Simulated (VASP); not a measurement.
# SiW6 in VASP: notebook

Runs on SiW6. Level: PBE+D3(BJ). Tasks: single point.

Program: VASP 6.6.1. These are calculated values, not measurements. Logs are shortened: lines on timing, memory, paths and dates and some standing lists are left out, and cuts for length are marked.

### Step 1. The cell of the first run

The cell holds a slab with vacuum, 7 atoms: a = 4.468 Å, b = 4.468 Å, c = 21.726 Å, α = 90.00°, β = 90.00°, γ = 120.00°.

### Step 2. Single point, PBE+D3(BJ)

INCAR

```
SYSTEM = SiW6
PREC = Accurate
ENCUT = 520
EDIFF = 1E-7
ISMEAR = 0
SIGMA = 0.1
LREAL = .False.
LASPH = .True.
NELM = 80
ALGO = Normal
ISIF = 2
LWAVE = .False.
LCHARG = .False.
LDIPOL = .True.
IDIPOL = 3
DIPOL = 0.5 0.5 0.322
GGA = PE
IVDW = 12
NBANDS = 53
```

KPOINTS

```
Automatic mesh
0
Gamma
  6 6 1
  0 0 0
```

POSCAR

```
SiW6
1.0
    4.4682526324      0.0000000000      0.0000000000
   -2.2341263162      3.8696202902      0.0000000000
    0.0000000000      0.0000000000     21.7259061349
W Si
6 1
Direct
    0.6666666667      0.3333333333      0.1841119986
    0.3333333333      0.6666666667      0.2260931360
    0.0000000000      0.0000000000      0.2680742733
    0.6666666667      0.3333333333      0.3070897866
    0.3333333333      0.6666666667      0.3466976876
    0.0000000000      0.0000000000      0.3832248047
    0.8888888889      0.2222222222      0.5397200035
```

Potentials or basis: VASP PAW PBE potentials, release 64 (W_sv, Si).

Command:

```
$ cat potpaw_PBE.64/W_sv/POTCAR potpaw_PBE.64/Si/POTCAR > POTCAR
$ mpirun -np 1 vasp_std > vasp.out
```

OUTCAR:

```text
SYSTEM = SiW6
   PREC = Accurate
   ENCUT = 520
   EDIFF = 1E-7
   ISMEAR = 0
   LREAL = .False.
   LASPH = .True.
   NELM = 80
   ISIF = 2
   GGA = PE
   IVDW = 12
 IVDW          = 12

 ion  position               nearest neighbor table
   1  0.667  0.333  0.184-   4 2.67   2 2.74   2 2.74   2 2.74   3 3.16   3 3.16   3 3.16
   2  0.333  0.667  0.226-   5 2.62   3 2.74   3 2.74   3 2.74   1 2.74   1 2.74   1 2.74   4 3.12
                             4 3.12   4 3.12
   3  0.000  0.000  0.268-   6 2.50   4 2.72   4 2.72   4 2.72   2 2.74   2 2.74   2 2.74   5 3.09
                             5 3.09   5 3.09   1 3.16   1 3.16   1 3.16
   4  0.667  0.333  0.307-   1 2.67   3 2.72   3 2.72   3 2.72   5 2.72   5 2.72   5 2.72   6 3.06
                             6 3.06   6 3.06   2 3.12   2 3.12   2 3.12
   5  0.333  0.667  0.347-   2 2.62   6 2.70   6 2.70   6 2.70   4 2.72   4 2.72   4 2.72   3 3.09
                             3 3.09   3 3.09
   6  0.000  0.000  0.383-   3 2.50   5 2.70   5 2.70   5 2.70   4 3.06   4 3.06   4 3.06
   7  0.889  0.222  0.540-

  LATTYP: Found a hexagonal cell.
 ALAT       =     4.4682526324
 C/A-ratio  =     4.8622824004

  Lattice vectors:

 A1 = (   4.4682526324,   0.0000000000,   0.0000000000)
 A2 = (  -2.2341263162,   3.8696202902,   0.0000000000)
 A3 = (   0.0000000000,   0.0000000000,  21.7259061349)

Analysis of symmetry for initial positions (statically):
=====================================================================
 Subroutine PRICEL returns:
 Original cell was already a primitive cell.

 Routine SETGRP: Setting up the symmetry group for a
 hexagonal supercell.

 Subroutine GETGRP returns: Found  1 space group operations
 (whereof  1 operations were pure point group operations)
 out of a pool of 24 trial point group operations.

The static configuration has the point symmetry C_1 .

Analysis of symmetry for dynamics (positions and initial velocities):
=====================================================================
 Subroutine PRICEL returns:
 Original cell was already a primitive cell.

 Routine SETGRP: Setting up the symmetry group for a
 hexagonal supercell.

 Subroutine GETGRP returns: Found  1 space group operations
 (whereof  1 operations were pure point group operations)
 out of a pool of 24 trial point group operations.

The dynamic configuration has the point symmetry C_1 .

 Subroutine INISYM returns: Found  1 space group operations
 (whereof  1 operations are pure point group operations),
 and found     1 'primitive' translations

----------------------------------------------------------------------------------------

                                     Primitive cell

  volume of cell :     375.6505

  direct lattice vectors                    reciprocal lattice vectors
     4.468252632  0.000000000  0.000000000     0.223801133  0.129211644  0.000000000
    -2.234126316  3.869620290  0.000000000     0.000000000  0.258423288  0.000000000
     0.000000000  0.000000000 21.725906135     0.000000000  0.000000000  0.046028000

  length of vectors
     4.468252632  4.468252632 21.725906135     0.258423288  0.258423288  0.046028000

  position of ions in fractional coordinates (direct lattice)
     0.666666667  0.333333333  0.184111999
     0.333333333  0.666666667  0.226093136
     0.000000000  0.000000000  0.268074273
     0.666666667  0.333333333  0.307089787
     0.333333333  0.666666667  0.346697688
     0.000000000  0.000000000  0.383224805
     0.888888889  0.222222222  0.539720004

  ion indices of the primitive-cell ions
   primitive index   ion index
                 1           1
                 2           2
                 3           3
                 4           4
                 5           5
                 6           6
                 7           7

----------------------------------------------------------------------------------------

 KPOINTS: Automatic mesh

Automatic generation of k-mesh.
 Grid dimensions read from file:
 generate k-points for:    6    6    1

 Generating k-lattice:

  Cartesian coordinates                     Fractional coordinates (reciprocal lattice)
     0.037300189  0.021535274  0.000000000     0.166666667  0.000000000  0.000000000
     0.000000000  0.043070548  0.000000000     0.000000000  0.166666667  0.000000000
     0.000000000  0.000000000  0.046028000     0.000000000  0.000000000  1.000000000

  Length of vectors
     0.043070548  0.043070548  0.046028000

  Shift w.r.t. Gamma in fractional coordinates (k-lattice)
     0.000000000  0.000000000  0.000000000

 Subroutine IBZKPT returns following result:
 ===========================================

 Found     20 irreducible k-points:

 Following reciprocal coordinates:
            Coordinates               Weight
  0.000000  0.000000  0.000000      1.000000
  0.166667 -0.000000  0.000000      2.000000
  0.000000  0.166667  0.000000      2.000000
 -0.166667  0.166667  0.000000      2.000000
  0.333333 -0.000000  0.000000      2.000000
  0.000000  0.333333  0.000000      2.000000
[... 12 lines left out ...]
  0.500000 -0.166667  0.000000      2.000000
  0.333333  0.333333  0.000000      2.000000
   k-points           NKPTS =     20   k-points in BZ     NKDIM =     20   number of bands    NBANDS=     53
   number of dos      NEDOS =    301   number of ions     NIONS =      7
   total plane-waves  NPLWV = 209952
   dimension x,y,z NGX =    36 NGY =   36 NGZ =  162
   dimension x,y,z NGXF=    72 NGYF=   72 NGZF=  324
   ions per type =               6   1
   NGX,Y,Z   is equivalent  to a cutoff of  13.39, 13.39, 12.40 a.u.
   NGXF,Y,Z  is equivalent  to a cutoff of  26.79, 26.79, 24.79 a.u.
 SYSTEM =  SiW6
   PREC   = accura    normal or accurate (medium, high low for compatibility)
   ISTART =      0    job   : 0-new  1-cont  2-samecut
   ICHARG =      2    charge: 1-file 2-atom 10-const
   ISPIN  =      1    spin polarized calculation?
   LNONCOLLINEAR =      F non collinear calculations
   LSORBIT =      F    spin-orbit coupling
   LASPH  =      T    aspherical Exc in radial PAW
   ENCUT  =  520.0 eV  38.22 Ry    6.18 a.u.   8.31  8.31 40.40*2*pi/ulx,y,z
   NELM   =     80;   NELMIN=  2; NELMDL= -5     # of ELM steps
   EDIFF  = 0.1E-06   stopping-criterion for ELM
   LREAL  =      F    real-space projection
   EDIFFG = 0.1E-05   stopping-criterion for IOM
   NSW    =      0    number of steps for IOM
   IBRION =     -1    ionic relax: 0-MD 1-quasi-New 2-CG
   NFREE  =      0    steps in history (QN), initial steepest desc. (CG)
   ISIF   =      2    stress and relaxation
   ISYM   =      2    0-nonsym 1-usesym 2-fastsym
   POTIM  = 0.5000    time-step for ionic-motion
   TEBEG  =    0.0;   TEEND  =   0.0 temperature during run
   PSTRESS=    0.0 pullay stress
   NELECT =      88.0000    total number of electrons
   NUPDOWN=      -1.0000    fix difference up-down
   EMIN   =  10.00;   EMAX   =-10.00  energy-range for DOS
   EFERMI =   0.00;   METHOD = LEGACY
   ISMEAR =     0;   SIGMA  =   0.10  broadening in eV -4-tet -1-fermi 0-gaus
   EFERMI_NEDOS =   21; number of points for ismear=-14 and -15
   IALGO  =     38    algorithm
   IMIX   =      4    mixing-type and parameters
     AMIX     =   0.40;   BMIX     =  1.00
     AMIX_MAG =   1.60;   BMIX_MAG =  1.00
  volume/ion in A,a.u.               =      53.66       362.14
  Fermi-wavevector in a.u.,A,eV,Ry     =   1.009193  1.907099 13.857143  1.018471
  Thomas-Fermi vector in A             =   2.142107
   LORBIT       =      0    0 simple, 1 ext, 2 COOP (PROOUT), +10 PAW based schemes
   GGA     = PE    functional components
   LHFCALC =     F    Hartree Fock is set to
   AEXX    =    0.0000 exact exchange contribution
   IVDW    =    12    specifies the selected vdW correction
   LEPSILON=     F    determine dielectric tensor
   LRPA    =     F    only Hartree local field effects (RPA)
 non-spin polarized calculation
 Gauss-broadening in eV      SIGMA  =   0.10
  energy-cutoff  :      520.00
  volume of cell :      375.65
 maximum number of plane-waves:     10145
 NGX is ok and might be reduce to    36
   NGX = 17   NGY = 17   NGZ = 81

 dipolmoment           0.000000      0.000000     -0.001051 electrons x Angstroem

 number of electron      88.0000002 magnetization

 dipolmoment           0.000000      0.000000      0.056958 electrons x Angstroem

 Free energy of the ion-electron system (eV)
  ---------------------------------------------------
  ext. energy  EPLUGINS =         0.00000000
  ---------------------------------------------------
  free energy    TOTEN  =       -71.74116490 eV

  energy without entropy =      -71.69349307  energy(sigma->0) =      -71.71732898

 E-fermi :   0.3383     XC(G=0):  -5.4602

 val. band max:        0.3375340759   @ k =  -0.3333   0.5000   0.0000
 cond. band min:       0.3760450533   @ k =   0.1667   0.3333   0.0000
 fundamental gap:      0.0385109774
 Fermi energy:         0.3382818511

 k-point     1 :       0.0000    0.0000    0.0000
  band No.  band energies     occupation
      1     -73.6864      2.00000
      2     -73.5595      2.00000
      3     -73.5395      2.00000
      4     -73.4764      2.00000
      5     -73.3817      2.00000
      6     -73.3248      2.00000
[... 45 lines left out ...]
     52       2.5320      0.00000
     53       2.7825      0.00000

 k-point     2 :       0.1667   -0.0000    0.0000
  band No.  band energies     occupation
      1     -73.6781      2.00000
      2     -73.5638      2.00000
      3     -73.5377      2.00000
      4     -73.4724      2.00000
      5     -73.3874      2.00000
      6     -73.3291      2.00000
[... 45 lines left out ...]
     52       2.4962      0.00000
     53       2.5847      0.00000
[... 950 lines left out ...]
     52       2.1895      0.00000
     53       2.2874      0.00000

 k-point    20 :       0.3333    0.3333    0.0000
  band No.  band energies     occupation
      1     -73.6413      2.00000
      2     -73.5853      2.00000
      3     -73.5303      2.00000
      4     -73.4508      2.00000
      5     -73.4160      2.00000
      6     -73.3459      2.00000
[... 45 lines left out ...]
     52       1.7858      0.00000
     53       1.8994      0.00000

------------------------ aborting loop because EDIFF is reached ----------------------------------------

 vacuum level on the upper side and lower side of the slab       (xc-potential included)         0.088        -0.446

 Edisp (eV)   -2.77960

 E8    (eV) :    -1.4591

  FORCE on cell =-STRESS in cart. coord.  units (eV):
  Direction    XX          YY          ZZ          XY          YZ          ZX
  --------------------------------------------------------------------------------------
  -------------------------------------------------------------------------------------
  Total      -0.72541    -0.88150    -0.76987    -0.08722     0.05521     0.14664
  in kB      -3.09392    -3.75967    -3.28356    -0.37199     0.23547     0.62542
  external pressure =       -3.38 kB  Pullay stress =        0.00 kB

 VOLUME and BASIS-vectors are now :
 -----------------------------------------------------------------------------
  energy-cutoff  :      520.00
  volume of cell :      375.65
      direct lattice vectors                 reciprocal lattice vectors
     4.468252632  0.000000000  0.000000000     0.223801133  0.129211644  0.000000000
    -2.234126316  3.869620290  0.000000000     0.000000000  0.258423288  0.000000000
     0.000000000  0.000000000 21.725906135     0.000000000  0.000000000  0.046028000

 POSITION                                       TOTAL-FORCE (eV/Angst)
 -----------------------------------------------------------------------------------
      2.23413      1.28987      4.00000        -0.024125      0.037922      2.095949
     -0.00000      2.57975      4.91208         0.047268     -0.028072     -0.843579
      0.00000      0.00000      5.82416        -0.035714      0.031730     -2.015893
      2.23413      1.28987      6.67180        -0.009195     -0.054356     -2.516769
     -0.00000      2.57975      7.53232         0.084719     -0.112412      0.004441
      0.00000      0.00000      8.32591        -0.111835      0.118248      4.360212
      3.47531      0.85992     11.72591         0.048882      0.006941     -1.084361
 -----------------------------------------------------------------------------------
    total drift:                               -0.000030     -0.000018      0.000168

  FREE ENERGIE OF THE ION-ELECTRON SYSTEM (eV)
  ---------------------------------------------------
  free  energy   TOTEN  =       -74.5207635983 eV

  energy  without entropy=      -74.4730917600  energy(sigma->0) =      -74.49692768

 vacuum level on the upper side and lower side of the slab         4.652         4.102
```

Wall time 9.5 min (1 thread of Intel Xeon 6975P-C (Granite Rapids), shared host); peak memory 0.63 GiB.

Results:

```
Free energy                : -74.5208 eV
Largest force              : 4.363 eV/Å
Band gap on the k mesh     : zero (band 44 reaches 0.41 eV, above the bottom of band 45 at 0.26 eV)
Dispersion energy per atom : -0.397 eV
```

Forces in eV/Å, atoms in the order of the input:
```
W   -0.024  0.038  2.096
W    0.047 -0.028 -0.844
W   -0.036  0.032 -2.016
W   -0.009 -0.054 -2.517
W    0.085 -0.112  0.004
W   -0.112  0.118  4.360
Si   0.049  0.007 -1.084
```

Caveat: spin-orbit coupling is left out, which moves the levels of the heavy elements.

### Step 3. Single point, PBE+D3(BJ)

INCAR

```
SYSTEM = SiW6
PREC = Accurate
ENCUT = 520
EDIFF = 1E-6
ISMEAR = 0
SIGMA = 0.1
LREAL = .FALSE.
LASPH = .TRUE.
NELM = 100
ALGO = Normal
ISIF = 2
LWAVE = .FALSE.
LCHARG = .FALSE.
LDIPOL = .TRUE.
IDIPOL = 3
DIPOL = 0.5 0.5 0.322
GGA = PE
IVDW = 12
NBANDS = 53
```

KPOINTS

```
regular mesh
0
G
  6 6 1
  0 0 0
```

POSCAR: that of step 2 with these lines changed.

```diff
@@ -14,2 +14,2 @@
     0.0000000000      0.0000000000      0.3832248047
-    0.8888888889      0.2222222222      0.5397200035
+    0.1111111111      0.4444444444      0.5397200035
```

Potentials or basis: VASP PAW PBE potentials, release 64 (W_sv, Si).

Command:

```
$ cat potpaw_PBE.64/W_sv/POTCAR potpaw_PBE.64/Si/POTCAR > POTCAR
$ mpirun -np 1 vasp_std > vasp.out
```

It took 8.9 min on 1 thread of Intel Xeon 6975P-C (Granite Rapids), shared host; peak memory 0.66 GiB.

Results (log left out):

| Quantity | Value |
| --- | --- |
| Free energy | -74.6067 eV |
| Largest force | 5.987 eV/Å |
| Band gap on the k mesh | zero (band 44 reaches 0.47 eV, above the bottom of band 45 at 0.14 eV) |
| Dispersion energy per atom | -0.405 eV |

Forces in eV/Å, atoms in the order of the input:
```
W    0.019  0.054  2.079
W    0.000 -0.021 -1.073
W   -0.005  0.001 -1.892
W   -0.042 -0.088 -3.964
W   -0.018 -0.156 -0.042
W   -0.029  0.128  5.985
Si   0.076  0.080 -1.094
```

Levels at points of the mesh, in eV from the Fermi level:
```
           k point  band 41  band 42  band 43  band 44  band 45  band 46  band 47  band 48
(0.00, 0.00, 0.00)    -1.07    -1.06    -0.98    -0.44     0.65     1.42     1.56     1.65
(0.50, 0.00, 0.00)    -0.85    -0.58    -0.35     0.14     0.19     0.31     0.49     0.96
(0.00, 0.50, 0.00)    -0.94    -0.64    -0.35    -0.04     0.20     0.32     0.89     1.02
(0.50, 0.50, 0.00)    -0.89    -0.60    -0.42     0.06     0.20     0.32     0.71     1.07
```

Caveat: spin-orbit coupling is left out, which moves the levels of the heavy elements.

(Part 1 of 2 ends here.)
